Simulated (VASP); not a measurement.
# Si3B2 (P4/mbm) in VASP: notebook, part 2 of 2

VASP 6.6.1.

## (4) Relaxation of cell and atoms, PBE

This run uses another cell than the first one, of 10.56 Å³/atom.

INCAR

```
SYSTEM = Si3B2
ALGO = Normal ; EDIFF = 1E-6
EDIFFG = -0.01 ; ENCUT = 600
GGA = PE ; IBRION = 2
ISIF = 3 ; ISMEAR = 0
LASPH = .True. ; LCHARG = .False.
LREAL = .False. ; LWAVE = .False.
NELM = 100 ; NSW = 100
PREC = Accurate ; SIGMA = 0.1
```

KPOINTS

```
k-points
0
Gamma
  6 6 12
  0 0 0
```

POSCAR

```
Si3B2
1.0
    5.8947461729      0.0000000000      0.0000000000
    0.0000000000      5.8947461729      0.0000000000
    0.0000000000      0.0000000000      3.0400317441
Si B
6 4
Direct
    0.0000000000      0.0000000000      0.0000000000
    0.5000000000      0.5000000000      0.0000000000
    0.1862109396      0.6862109396      0.5000000000
    0.3137890604      0.1862109396      0.5000000000
    0.8137890604      0.3137890604      0.5000000000
    0.6862109396      0.8137890604      0.5000000000
    0.3958630456      0.8958630456      0.0000000000
    0.1041369544      0.3958630456      0.0000000000
    0.6041369544      0.1041369544      0.0000000000
    0.8958630456      0.6041369544      0.0000000000
```

Potentials or basis: VASP PAW PBE potentials, release 64 (Si, B).

On the command line:

```bash
cat potpaw_PBE.64/Si/POTCAR potpaw_PBE.64/B/POTCAR > POTCAR
mpirun -np 1 vasp_std > vasp.out
```

OUTCAR:

```text
SYSTEM = Si3B2
   EDIFF = 1E-6
   EDIFFG = -0.01
   ENCUT = 600
   GGA = PE
   IBRION = 2
   ISIF = 3
   ISMEAR = 0
   LASPH = .True.
   LREAL = .False.
   NELM = 100
   NSW = 100
   PREC = Accurate

 ion  position               nearest neighbor table
   1  0.000  0.000  0.000-   7 2.41   8 2.41   9 2.41  10 2.41   3 2.63   4 2.63   5 2.63   6 2.63
                             3 2.63   4 2.63   5 2.63   6 2.63
   2  0.500  0.500  0.000-   7 2.41   8 2.41   9 2.41  10 2.41   3 2.63   4 2.63   5 2.63   6 2.63
                             3 2.63   4 2.63   5 2.63   6 2.63
   3  0.186  0.686  0.500-   7 2.32   7 2.32  10 2.34   8 2.34   8 2.34  10 2.34   2 2.63   2 2.63
                             1 2.63   1 2.63   4 3.04   6 3.04   4 3.04   6 3.04   5 3.10
   4  0.314  0.186  0.500-   8 2.32   8 2.32   9 2.34   7 2.34   7 2.34   9 2.34   2 2.63   2 2.63
                             1 2.63   1 2.63   3 3.04   5 3.04   3 3.04   5 3.04   6 3.10
   5  0.814  0.314  0.500-   9 2.32   9 2.32  10 2.34   8 2.34   8 2.34  10 2.34   2 2.63   2 2.63
                             1 2.63   1 2.63   4 3.04   6 3.04   6 3.04   4 3.04   3 3.10
   6  0.686  0.814  0.500-  10 2.32  10 2.32   7 2.34   7 2.34   9 2.34   9 2.34   2 2.63   2 2.63
                             1 2.63   1 2.63   3 3.04   5 3.04   5 3.04   3 3.04   4 3.10
   7  0.396  0.896  0.000-   9 1.74   3 2.32   3 2.32   4 2.34   6 2.34   4 2.34   6 2.34   2 2.41
                             1 2.41
   8  0.104  0.396  0.000-  10 1.74   4 2.32   4 2.32   3 2.34   3 2.34   5 2.34   5 2.34   2 2.41
                             1 2.41
   9  0.604  0.104  0.000-   7 1.74   5 2.32   5 2.32   4 2.34   4 2.34   6 2.34   6 2.34   2 2.41
                             1 2.41
  10  0.896  0.604  0.000-   8 1.74   6 2.32   6 2.32   5 2.34   3 2.34   5 2.34   3 2.34   2 2.41
                             1 2.41

  LATTYP: Found a simple tetragonal cell.
 ALAT       =     5.8947461729
 C/A-ratio  =     0.5157188545

  Lattice vectors:

 A1 = (   5.8947461729,   0.0000000000,   0.0000000000)
 A2 = (   0.0000000000,   5.8947461729,   0.0000000000)
 A3 = (   0.0000000000,   0.0000000000,   3.0400317441)

Analysis of symmetry for initial positions (statically):
=====================================================================
 Subroutine PRICEL returns:
 Original cell was already a primitive cell.

 Routine SETGRP: Setting up the symmetry group for a
 simple tetragonal supercell.

 Subroutine GETGRP returns: Found 16 space group operations
 (whereof  8 operations were pure point group operations)
 out of a pool of 16 trial point group operations.

The static configuration has the point symmetry C_4h.
 The point group associated with its full space group is D_4h.

Analysis of symmetry for dynamics (positions and initial velocities):
=====================================================================
 Subroutine PRICEL returns:
 Original cell was already a primitive cell.

 Routine SETGRP: Setting up the symmetry group for a
 simple tetragonal supercell.

 Subroutine GETGRP returns: Found 16 space group operations
 (whereof  8 operations were pure point group operations)
 out of a pool of 16 trial point group operations.

The dynamic configuration has the point symmetry C_4h.
 The point group associated with its full space group is D_4h.

 Subroutine INISYM returns: Found 16 space group operations
 (whereof  8 operations are pure point group operations),
 and found     1 'primitive' translations

----------------------------------------------------------------------------------------

                                     Primitive cell

  volume of cell :     105.6351

  direct lattice vectors                    reciprocal lattice vectors
[... 100 lines left out ...]
   LASPH  =      T    aspherical Exc in radial PAW
   ENCUT  =  600.0 eV  44.10 Ry    6.64 a.u.  11.77 11.77  6.07*2*pi/ulx,y,z
   NELM   =    100;   NELMIN=  2; NELMDL= -5     # of ELM steps
   EDIFF  = 0.1E-05   stopping-criterion for ELM
   LREAL  =      F    real-space projection
   EDIFFG = -.1E-01   stopping-criterion for IOM
   NSW    =    100    number of steps for IOM
   IBRION =      2    ionic relax: 0-MD 1-quasi-New 2-CG
   NFREE  =      1    steps in history (QN), initial steepest desc. (CG)
   ISIF   =      3    stress and relaxation
   ISYM   =      2    0-nonsym 1-usesym 2-fastsym
   POTIM  = 0.5000    time-step for ionic-motion
   TEBEG  =    0.0;   TEEND  =   0.0 temperature during run
   PSTRESS=    0.0 pullay stress
   NELECT =      36.0000    total number of electrons
   NUPDOWN=      -1.0000    fix difference up-down
   EMIN   =  10.00;   EMAX   =-10.00  energy-range for DOS
   EFERMI =   0.00;   METHOD = LEGACY
   ISMEAR =     0;   SIGMA  =   0.10  broadening in eV -4-tet -1-fermi 0-gaus
   EFERMI_NEDOS =   21; number of points for ismear=-14 and -15
   IALGO  =     38    algorithm
   IMIX   =      4    mixing-type and parameters
     AMIX     =   0.40;   BMIX     =  1.00
     AMIX_MAG =   1.60;   BMIX_MAG =  1.00
  volume/ion in A,a.u.               =      10.56        71.29
  Fermi-wavevector in a.u.,A,eV,Ry     =   1.143509  2.160919 17.791150  1.307613
  Thomas-Fermi vector in A             =   2.280204
   LORBIT       =      0    0 simple, 1 ext, 2 COOP (PROOUT), +10 PAW based schemes
   GGA     = PE    functional components
   LHFCALC =     F    Hartree Fock is set to
   AEXX    =    0.0000 exact exchange contribution
   IVDW    =     0    specifies the selected vdW correction
   LEPSILON=     F    determine dielectric tensor
   LRPA    =     F    only Hartree local field effects (RPA)
 conjugate gradient relaxation of ions
 non-spin polarized calculation
 Gauss-broadening in eV      SIGMA  =   0.10
  energy-cutoff  :      600.00
  volume of cell :      105.64
 maximum number of plane-waves:      3568
 NGX is ok and might be reduce to    48
   NGX = 23   NGY = 23   NGZ = 13

--------------------------------------- Ionic step        1  -------------------------------------------

 number of electron      36.0000000 magnetization

 Free energy of the ion-electron system (eV)
  ---------------------------------------------------
  ext. energy  EPLUGINS =         0.00000000
  ---------------------------------------------------
  free energy    TOTEN  =       -51.75532460 eV

  energy without entropy =      -51.73277998  energy(sigma->0) =      -51.74405229

------------------------ aborting loop because EDIFF is reached ----------------------------------------

  FORCE on cell =-STRESS in cart. coord.  units (eV):
  Direction    XX          YY          ZZ          XY          YZ          ZX
  --------------------------------------------------------------------------------------
  -------------------------------------------------------------------------------------
  Total       -1.2702946     -1.2702946      2.8941594      0.0000000     -0.0000000      0.0000000
  in kB      -19.2666723    -19.2666723     43.8959742      0.0000000     -0.0000000      0.0000000
  external PRESSURE =       1.7875432 kB  Pullay stress =       0.0000000 kB
[... 113 lines left out ...]
  FREE ENERGIE OF THE ION-ELECTRON SYSTEM (eV)
  ---------------------------------------------------
  free  energy   TOTEN  =       -51.9240381475 eV

  energy  without entropy=      -51.9087567365  energy(sigma->0) =      -51.91639744

 E-fermi :  10.0723     XC(G=0): -11.5972

 val. band max:       10.0668865549   @ k =   0.1667   0.0000   0.4167
 cond. band min:      10.0758317201   @ k =   0.5000   0.0000   0.0000
 fundamental gap:      0.0089451653
 Fermi energy:        10.0722735569

 k-point     1 :       0.0000    0.0000    0.0000
  band No.  band energies     occupation
      1      -5.3129      2.00000
      2      -1.5248      2.00000
      3      -1.5248      2.00000
      4      -1.1624      2.00000
      5      -0.8606      2.00000
      6       2.2512      2.00000
[... 637 lines left out ...]
     23      12.3144      0.00000
     24      12.3144      0.00000

 [... further k-points ...]

[... ionic steps 4 to 37 ...]

--------------------------------------- Ionic step       38  -------------------------------------------

 number of electron      36.0000001 magnetization

------------------------ aborting loop because EDIFF is reached ----------------------------------------
[... 83 lines left out ...]
--------------------------------------- Ionic step       40  -------------------------------------------

 number of electron      36.0000001 magnetization

 Free energy of the ion-electron system (eV)
  ---------------------------------------------------
  ext. energy  EPLUGINS =         0.00000000
  ---------------------------------------------------
  free energy    TOTEN  =       -54.25974945 eV

  energy without entropy =      -54.24426407  energy(sigma->0) =      -54.25200676

 E-fermi :   9.0576     XC(G=0): -11.3506

 val. band max:        9.0294467257   @ k =   0.5000   0.1667   0.3333
 cond. band min:       9.0611908210   @ k =   0.3333   0.0000   0.3333
 fundamental gap:      0.0317440953
 Fermi energy:         9.0576296709

 k-point     1 :       0.0000    0.0000    0.0000
  band No.  band energies     occupation
      1      -5.5152      2.00000
      2      -1.0751      2.00000
      3      -0.6780      2.00000
      4      -0.6780      2.00000
      5      -0.4279      2.00000
      6       2.1197      2.00000
[... 676 lines left out ...]
  FREE ENERGIE OF THE ION-ELECTRON SYSTEM (eV)
  ---------------------------------------------------
  free  energy   TOTEN  =       -54.2597494470 eV

  energy  without entropy=      -54.2442640708  energy(sigma->0) =      -54.25200676

 reached required accuracy - stopping structural energy minimisation
```

Run time: 45 min. Hardware: 1 thread of Intel Xeon Platinum 8259CL at 2.50GHz (Skylake/Cascade Lake), shared host; peak memory 0.34 GiB.

Results:

```
Free energy                           : -54.2597 eV
Relaxed volume                        : 11.48 Å³/atom
Relaxed cell                          : a = 5.273 Å, b = 5.273 Å, c = 4.128 Å, α = 90.00°, β = 90.00°, γ = 90.00°
Space group after relaxing (to 0.1 Å) : P4/mbm (No. 127)
Energy gained by relaxing             : 250.4 meV/atom
Ionic steps                           : 40
Pressure after relaxing               : 0.0 GPa
Largest force after relaxing          : 0.008 eV/Å
Band gap on the k mesh                : zero (bands 18 and 19 overlap by 1.80 eV)
```

Forces in eV/Å, atoms in the order of the input:
```
Si   0.000  0.000  0.000
Si   0.000  0.000  0.000
Si  -0.005 -0.005  0.000
Si   0.005 -0.005  0.000
Si   0.005  0.005  0.000
Si  -0.005  0.005  0.000
B    0.002  0.002  0.000
B   -0.002  0.002  0.000
B   -0.002 -0.002  0.000
B    0.002 -0.002  0.000
```

Step by step:
```
step  energy change (eV)  largest force (eV/Å)  pressure (GPa)  volume (Å³)
   1              0.0000                0.2021            0.18       105.64
   2             -0.0684                0.2142           -0.68       105.80
   3             -0.1687                0.3178           -1.85       106.13
   4             -0.1702                0.3038           -1.83       106.11
   5             -0.1952                0.2613            1.28       103.50
   6             -0.1960                0.2686            0.83       103.86
   7             -0.2269                0.2027            0.77       104.02
   8             -0.2486                0.4108            0.99       104.30
   9             -0.2688                0.3586            0.73       104.79
  10             -0.3185                0.1589            0.16       106.28
  11             -0.3761                0.4210           -0.14       109.29
  12             -0.2339                2.5844            1.31       115.49
  13             -0.3817                0.6198            0.00       110.02
  14             -0.4012                0.6283           -0.03       110.59
  15             -0.4654                0.6368           -0.09       112.30
  16             -0.5829                0.5483           -0.08       115.77
  17             -0.6052                0.5224           -0.48       122.88
  18             -0.6458                0.5022           -0.17       119.13
  19             -0.6484                0.5018           -0.22       120.03
  20             -0.7039                0.0912           -0.86       120.18
  21             -0.7577                0.5973           -2.07       120.45
  22             -0.7928                0.5804           -2.06       120.10
  23             -0.9197                0.4946           -1.97       118.99
  24             -1.3333                0.4269           -1.67       116.57
  25             -2.0730                0.5625            4.10       110.93
  26             -2.0920                0.5790            3.81       111.99
  27             -2.1015                0.5703            3.80       111.58
  28             -2.1876                0.5329            0.95       113.80
  29             -2.2301                0.4838           -2.53       116.89
  30             -2.2889                0.4481           -2.05       116.28
  31             -2.3930                0.3355            0.14       114.47
  32             -2.3953                0.4073            0.80       114.04
  33             -2.4443                0.1873            0.83       113.99
  34             -2.4823                0.2102            1.17       113.88
  35             -2.4837                0.1480            1.08       113.90
  36             -2.5041                0.0367           -0.19       114.98
  37             -2.5041                0.0292           -0.15       114.94
  38             -2.5044                0.0120            0.00       114.79
  39             -2.5044                0.0108            0.04       114.76
  40             -2.5044                0.0076            0.01       114.78
```

Final structure:
```cif
data_structure
_symmetry_space_group_name_H-M 'P 1'
_symmetry_Int_Tables_number 1
_cell_length_a 5.2731
_cell_length_b 5.2731
_cell_length_c 4.1280
_cell_angle_alpha 90.000
_cell_angle_beta 90.000
_cell_angle_gamma 90.000
_cell_volume 114.78
loop_
_atom_site_label
_atom_site_type_symbol
_atom_site_fract_x
_atom_site_fract_y
_atom_site_fract_z
_atom_site_occupancy
Si1 Si 0.00000 0.00000 0.00000 1
Si2 Si 0.50000 0.50000 0.00000 1
Si3 Si 0.32518 0.82518 0.50000 1
Si4 Si 0.17482 0.32518 0.50000 1
Si5 Si 0.67482 0.17482 0.50000 1
Si6 Si 0.82518 0.67482 0.50000 1
B1 B 0.38673 0.88673 0.00000 1
B2 B 0.11327 0.38673 0.00000 1
B3 B 0.61327 0.11327 0.00000 1
B4 B 0.88673 0.61327 0.00000 1
```

Caveat: a cell axis changed by over 15 % at a fixed basis, so the end point is rough.

## (5) Overview

```tsv
task	cell	k mesh	cutoff (eV)	gap on the mesh (eV)	pressure (GPa)	largest force (eV/Å)
single point	a = 5.273, b = 5.273, c = 4.129 Å, 10 atoms, atomic positions A	6 × 6 × 12	520	none	0.0	0.01
single point	a = 5.261, b = 5.261, c = 4.153 Å, 10 atoms, atomic positions B	8 × 8 × 10	520	none	0.0	0.01
relaxation of cell and atoms	relaxed from a = 5.895, b = 5.895, c = 3.040 Å, 10 atoms, atomic positions C	6 × 6 × 12	600	none	0.0	0.01
```

Alike in all rows: level PBE; potentials or basis VASP PAW PBE potentials, release 64 (Si, B); no spin polarisation; smearing gaussian 0.1 eV.

Caveats: a cell axis changed by over 15 % at a fixed basis, so the end point is rough (at least some runs).

Absolute energies hang on the potentials; compare differences alone.

The gap in the log of VASP goes by the Fermi energy; the results here count the filled bands.